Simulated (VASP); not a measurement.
# TiO2 (P1) in VASP: single point with r2SCAN

Aim: the single point of TiO2 with r2SCAN.

Program: VASP 6.6.1. These are calculated values, not measurements. Logs are shortened: lines on timing, memory, paths and dates and some standing lists are left out, and cuts for length are marked.

## (1) The cell of the first run

The typed cell holds 12 atoms: a = 7.655 Å, b = 3.827 Å, c = 5.472 Å, α = 109.89°, β = 109.89°, γ = 90.01°.

## (2) Single point, r2SCAN

The input, POSCAR:

```
TiO2
1.0
    5.4120680000     -5.4133100000      0.0000000000
    2.7060340000      2.7066550000      0.0000000000
   -2.6335310000      0.0000000000      4.7966370000
Ti O
4 8
Direct
    0.0645626308      0.8642848890      0.2517459546
    0.5707503236      0.8583934991      0.2439151193
    0.4310335369      0.1448741314      0.7445935723
    0.9325075315      0.1431963527      0.7498493917
    0.1644908351      0.0963556891      0.6746224798
    0.6680550810      0.0920974427      0.6680239096
    0.3439982347      0.9128312660      0.3403651763
    0.8441244313      0.9249655582      0.3382574212
    0.4522604299      0.6821989493      0.8366774423
    0.9539794359      0.6591464428      0.8322532614
    0.0479754315      0.3468110033      0.1734604225
    0.5489910075      0.3375529053      0.1794721424
```

The input, INCAR.step1:

```
SYSTEM = TiO2
ALGO = Normal ; EDIFF = 1E-5
ENCUT = 660 ; GGA = PE
GGA_COMPAT = .FALSE. ; ISMEAR = 0
LASPH = .TRUE. ; LCHARG = .FALSE.
LREAL = .FALSE. ; LWAVE = .TRUE.
NBANDS = 60 ; NELM = 120
PREC = Accurate ; SIGMA = 0.02
```

The input, INCAR.step2:

```
SYSTEM = TiO2
ALGO = Normal ; EDIFF = 1E-6
ENCUT = 660 ; GGA_COMPAT = .FALSE.
ISIF = 2 ; ISMEAR = 0
ISTART = 1 ; LASPH = .TRUE.
LCHARG = .FALSE. ; LMIXTAU = .TRUE.
LREAL = .FALSE. ; LWAVE = .FALSE.
METAGGA = R2SCAN ; NBANDS = 60
NELM = 120 ; PREC = Accurate
SIGMA = 0.02
```

The input, KPOINTS:

```
k-points
0
G
  4 6 4
  0 0 0
```

Potentials or basis: VASP PAW PBE potentials, release 64 (Ti_sv, O).

On the command line:

```bash
> cat potpaw_PBE.64/Ti_sv/POTCAR potpaw_PBE.64/O/POTCAR > POTCAR
> cp INCAR.step1 INCAR
> mpirun -np 1 vasp_std > vasp.out
> cp INCAR.step2 INCAR
> mpirun -np 1 vasp_std > vasp.out
```

OUTCAR:

```text
SYSTEM = TiO2
   EDIFF = 1E-6
   ENCUT = 660
   ISIF = 2
   ISMEAR = 0
   ISTART = 1
   LASPH = .TRUE.
   LREAL = .FALSE.
   METAGGA = R2SCAN
   NELM = 120
   PREC = Accurate

 ion  position               nearest neighbor table
   1  0.065  0.864  0.252-  11 1.87   8 1.90  10 2.01   7 2.02  11 2.03   5 2.03
   2  0.571  0.858  0.244-  12 1.90   9 1.96   7 1.97   8 1.97  12 1.98   6 2.04
   3  0.431  0.145  0.745-   9 1.94   5 1.94   7 1.95   9 1.99   6 1.99  12 2.09
   4  0.933  0.143  0.750-  10 1.86   6 1.91   5 1.95   8 1.98  11 2.03  10 2.04
   5  0.164  0.096  0.675-   3 1.94   4 1.95   1 2.03
   6  0.668  0.092  0.668-   4 1.91   3 1.99   2 2.04
   7  0.344  0.913  0.340-   3 1.95   2 1.97   1 2.02
   8  0.844  0.925  0.338-   1 1.90   2 1.97   4 1.98
   9  0.452  0.682  0.837-   3 1.94   2 1.96   3 1.99
  10  0.954  0.659  0.832-   4 1.86   1 2.01   4 2.04
  11  0.048  0.347  0.173-   1 1.87   1 2.03   4 2.03
  12  0.549  0.338  0.179-   2 1.90   2 1.98   3 2.09

  LATTYP: Found a triclinic cell.
 ALAT       =     5.5080817427
 B/A-ratio  =     0.6948606249
 C/A-ratio  =     1.3897212497
 COS(alpha) =     0.0002294608
 COS(beta)  =     0.3382034400
 COS(gamma) =     0.3568166281

  Lattice vectors:

 A1 = (   0.0725030000,   2.7066550000,   4.7966370000)
 A2 = (   2.7060340000,   2.7066550000,   0.0000000000)
 A3 = (  -5.4120680000,   5.4133100000,   0.0000000000)

Analysis of symmetry for initial positions (statically):
=====================================================================
 Subroutine PRICEL returns:
 Original cell was already a primitive cell.

 Routine SETGRP: Setting up the symmetry group for a
 triclinic supercell.

 Subroutine GETGRP returns: Found  1 space group operations
 (whereof  1 operations were pure point group operations)
 out of a pool of  2 trial point group operations.

The static configuration has the point symmetry C_1 .

Analysis of symmetry for dynamics (positions and initial velocities):
=====================================================================
 Subroutine PRICEL returns:
 Original cell was already a primitive cell.

 Routine SETGRP: Setting up the symmetry group for a
 triclinic supercell.

 Subroutine GETGRP returns: Found  1 space group operations
 (whereof  1 operations were pure point group operations)
 out of a pool of  2 trial point group operations.

The dynamic configuration has the point symmetry C_1 .

 Subroutine INISYM returns: Found  1 space group operations
 (whereof  1 operations are pure point group operations),
 and found     1 'primitive' translations

----------------------------------------------------------------------------------------

                                     Primitive cell

  volume of cell :     140.5280

  direct lattice vectors                    reciprocal lattice vectors
     5.412068000 -5.413310000  0.000000000     0.092386127 -0.092364930  0.050723398
     2.706034000  2.706655000  0.000000000     0.184772253  0.184729860  0.101446796
    -2.633531000  0.000000000  4.796637000     0.000000000  0.000000000  0.208479399

  length of vectors
     7.654698243  3.827349122  5.472039111     0.140140429  0.280280858  0.208479399

  position of ions in fractional coordinates (direct lattice)
     0.064562631  0.864284889  0.251745955
     0.570750324  0.858393499  0.243915119
     0.431033537  0.144874131  0.744593572
     0.932507532  0.143196353  0.749849392
     0.164490835  0.096355689  0.674622480
     0.668055081  0.092097443  0.668023910
     0.343998235  0.912831266  0.340365176
     0.844124431  0.924965558  0.338257421
     0.452260430  0.682198949  0.836677442
     0.953979436  0.659146443  0.832253261
     0.047975431  0.346811003  0.173460422
     0.548991007  0.337552905  0.179472142

  ion indices of the primitive-cell ions
   primitive index   ion index
                 1           1
                 2           2
                 3           3
                 4           4
                 5           5
                 6           6
                 7           7
                 8           8
                 9           9
                10          10
                11          11
                12          12

----------------------------------------------------------------------------------------

 KPOINTS: k-points

Automatic generation of k-mesh.
 Grid dimensions read from file:
 generate k-points for:    4    6    4

 Generating k-lattice:

  Cartesian coordinates                     Fractional coordinates (reciprocal lattice)
     0.023096532 -0.023091233  0.012680850     0.250000000  0.000000000  0.000000000
     0.030795376  0.030788310  0.016907799     0.000000000  0.166666667  0.000000000
     0.000000000  0.000000000  0.052119850     0.000000000  0.000000000  0.250000000

  Length of vectors
     0.035035107  0.046713476  0.052119850

  Shift w.r.t. Gamma in fractional coordinates (k-lattice)
     0.000000000  0.000000000  0.000000000

 Subroutine IBZKPT returns following result:
 ===========================================

 Found     52 irreducible k-points:

 Following reciprocal coordinates:
            Coordinates               Weight
  0.000000  0.000000  0.000000      1.000000
  0.250000  0.000000  0.000000      2.000000
  0.500000  0.000000  0.000000      1.000000
  0.000000  0.166667  0.000000      2.000000
  0.250000  0.166667  0.000000      2.000000
  0.500000  0.166667  0.000000      2.000000
[... 16 lines left out ...]
  0.000000  0.333333  0.250000      2.000000
  0.250000  0.333333  0.250000      2.000000
 [... further k-points ...]
   k-points           NKPTS =     52   k-points in BZ     NKDIM =     52   number of bands    NBANDS=     60
   number of dos      NEDOS =    301   number of ions     NIONS =     12
   total plane-waves  NPLWV =  98304
   dimension x,y,z NGX =    64 NGY =   32 NGZ =   48
   dimension x,y,z NGXF=   128 NGYF=   64 NGZF=   96
   ions per type =               4   8
   NGX,Y,Z   is equivalent  to a cutoff of  13.90, 13.90, 14.58 a.u.
   NGXF,Y,Z  is equivalent  to a cutoff of  27.80, 27.80, 29.17 a.u.
 SYSTEM =  TiO2
   PREC   = accura    normal or accurate (medium, high low for compatibility)
   ISTART =      1    job   : 0-new  1-cont  2-samecut
   ICHARG =      0    charge: 1-file 2-atom 10-const
   ISPIN  =      1    spin polarized calculation?
   LNONCOLLINEAR =      F non collinear calculations
   LSORBIT =      F    spin-orbit coupling
   LASPH  =      T    aspherical Exc in radial PAW
   ENCUT  =  660.0 eV  48.51 Ry    6.96 a.u.  16.03  8.02 11.46*2*pi/ulx,y,z
   NELM   =    120;   NELMIN=  2; NELMDL=  0     # of ELM steps
   EDIFF  = 0.1E-05   stopping-criterion for ELM
   LREAL  =      F    real-space projection
   EDIFFG = 0.1E-04   stopping-criterion for IOM
   NSW    =      0    number of steps for IOM
   IBRION =     -1    ionic relax: 0-MD 1-quasi-New 2-CG
   NFREE  =      0    steps in history (QN), initial steepest desc. (CG)
   ISIF   =      2    stress and relaxation
   ISYM   =      2    0-nonsym 1-usesym 2-fastsym
   POTIM  = 0.5000    time-step for ionic-motion
   TEBEG  =    0.0;   TEEND  =   0.0 temperature during run
   PSTRESS=    0.0 pullay stress
   NELECT =      96.0000    total number of electrons
   NUPDOWN=      -1.0000    fix difference up-down
   EMIN   =  10.00;   EMAX   =-10.00  energy-range for DOS
   EFERMI =   0.00;   METHOD = LEGACY
   ISMEAR =     0;   SIGMA  =   0.02  broadening in eV -4-tet -1-fermi 0-gaus
   EFERMI_NEDOS =   21; number of points for ismear=-14 and -15
   IALGO  =     38    algorithm
   IMIX   =      4    mixing-type and parameters
     AMIX     =   0.40;   BMIX     =  1.00
     AMIX_MAG =   1.60;   BMIX_MAG =  1.00
  volume/ion in A,a.u.               =      11.71        79.03
  Fermi-wavevector in a.u.,A,eV,Ry     =   1.441820  2.724644 28.284385  2.078844
  Thomas-Fermi vector in A             =   2.560409
   LORBIT       =      0    0 simple, 1 ext, 2 COOP (PROOUT), +10 PAW based schemes
   METAGGA = R2SCAN    functional components
   LHFCALC =     F    Hartree Fock is set to
   AEXX    =    0.0000 exact exchange contribution
   IVDW    =     0    specifies the selected vdW correction
   LEPSILON=     F    determine dielectric tensor
   LRPA    =     F    only Hartree local field effects (RPA)
 non-spin polarized calculation
 Gauss-broadening in eV      SIGMA  =   0.02
  energy-cutoff  :      660.00
  volume of cell :      140.53
 maximum number of plane-waves:      5438
   NGX = 33   NGY = 17   NGZ = 23

 number of electron      95.9999998 magnetization

 Free energy of the ion-electron system (eV)
  ---------------------------------------------------
  ext. energy  EPLUGINS =         0.00000000
  ---------------------------------------------------
  free energy    TOTEN  =      -139.49592876 eV

  energy without entropy =     -139.49592876  energy(sigma->0) =     -139.49592876

 E-fermi :   3.0094     XC(G=0): -11.3011

 val. band max:        2.7809316047   @ k =   0.0000   0.5000   0.0000
 cond. band min:       5.2617338655   @ k =   0.0000   0.0000   0.0000
 fundamental gap:      2.4808022607
 Fermi energy:         3.0093995777

 k-point     1 :       0.0000    0.0000    0.0000
  band No.  band energies     occupation
      1     -55.9784      2.00000
      2     -55.9328      2.00000
      3     -55.8829      2.00000
      4     -55.8039      2.00000
      5     -31.3243      2.00000
      6     -31.2809      2.00000
[... 52 lines left out ...]
     59       7.3533      0.00000
     60       7.4603      0.00000

 k-point     2 :       0.2500    0.0000    0.0000
  band No.  band energies     occupation
      1     -55.9783      2.00000
      2     -55.9331      2.00000
      3     -55.8828      2.00000
      4     -55.8039      2.00000
      5     -31.3208      2.00000
      6     -31.2864      2.00000
[... 1383 lines left out ...]
      4     -55.8055      2.00000
      5     -31.3033      2.00000
      6     -31.2620      2.00000
[... 52 lines left out ...]
     59       7.5141      0.00000
     60       7.6423      0.00000

 [... further k-points ...]

------------------------ aborting loop because EDIFF is reached ----------------------------------------

  FORCE on cell =-STRESS in cart. coord.  units (eV):
  Direction    XX          YY          ZZ          XY          YZ          ZX
  --------------------------------------------------------------------------------------
  -------------------------------------------------------------------------------------
  Total       -4.0670049     -4.1807194     -4.9690291      0.2169712     -0.9183722      0.7782945
  in kB      -46.3684184    -47.6648907    -56.6525065      2.4737146    -10.4704737      8.8734308
  external PRESSURE =     -50.2286052 kB  Pullay stress =       0.0000000 kB

 VOLUME and BASIS-vectors are now :
 -----------------------------------------------------------------------------
  energy-cutoff  :      660.00
  volume of cell :      140.53
      direct lattice vectors                 reciprocal lattice vectors
     5.412068000 -5.413310000  0.000000000     0.092386127 -0.092364930  0.050723398
     2.706034000  2.706655000  0.000000000     0.184772253  0.184729860  0.101446796
    -2.633531000  0.000000000  4.796637000     0.000000000  0.000000000  0.208479399

 POSITION                                       TOTAL-FORCE (eV/Angst)
 -----------------------------------------------------------------------------------
      2.02522      1.98982      1.20753         0.477172     -0.302445     -0.027983
      4.76942     -0.76627      1.16997        -0.296908      0.461190      0.637884
      0.76391     -1.94119      3.57155        -0.069042     -0.331008     -0.056865
      3.45954     -4.66037      3.59676        -0.187823     -0.162019      0.367367
     -0.62566     -0.62964      3.23592         0.612394     -0.697643     -0.405588
      2.10552     -3.36711      3.20427        -0.019334     -0.056593     -0.049051
      3.43553      0.60855      1.63261        -0.436349      0.754128      0.163085
      6.18064     -2.06594      1.62250        -0.667124      0.534626     -0.205996
      2.09030     -0.60175      4.01324        -0.150411     -0.456732      0.096844
      4.75491     -3.38010      3.99202         0.742968      0.680896      0.492908
      0.74132      0.67899      0.83203        -0.500282     -0.550237     -0.298179
      3.41196     -2.05822      0.86086         0.494738      0.125837     -0.714426
 -----------------------------------------------------------------------------------
    total drift:                               -0.000158     -0.002562      0.013507

  FREE ENERGIE OF THE ION-ELECTRON SYSTEM (eV)
  ---------------------------------------------------
  free  energy   TOTEN  =      -139.4959287552 eV

  energy  without entropy=     -139.4959287552  energy(sigma->0) =     -139.49592876
```

It took 50 min on 1 thread of Intel Xeon 8259CL, shared host; peak memory 0.63 GiB.

Results:

```yaml
Free_energy: -139.4959 eV
Pressure: -5.0 GPa
Largest_force: 1.122 eV/Å
Band_gap_on_the_k_mesh: 2.48 eV
```

Forces on the atoms (eV/Å):
```
Ti   0.477 -0.302 -0.028
Ti  -0.297  0.461  0.638
Ti  -0.069 -0.331 -0.057
Ti  -0.188 -0.162  0.367
O    0.612 -0.698 -0.406
O   -0.019 -0.057 -0.049
O   -0.436  0.754  0.163
O   -0.667  0.535 -0.206
O   -0.150 -0.457  0.097
O    0.743  0.681  0.493
O   -0.500 -0.550 -0.298
O    0.495  0.126 -0.714
```

Caveat: the cell stands under tension; the PAW data sets were made with another functional, which shifts forces and pressure a little. A k mesh can miss the band edges.
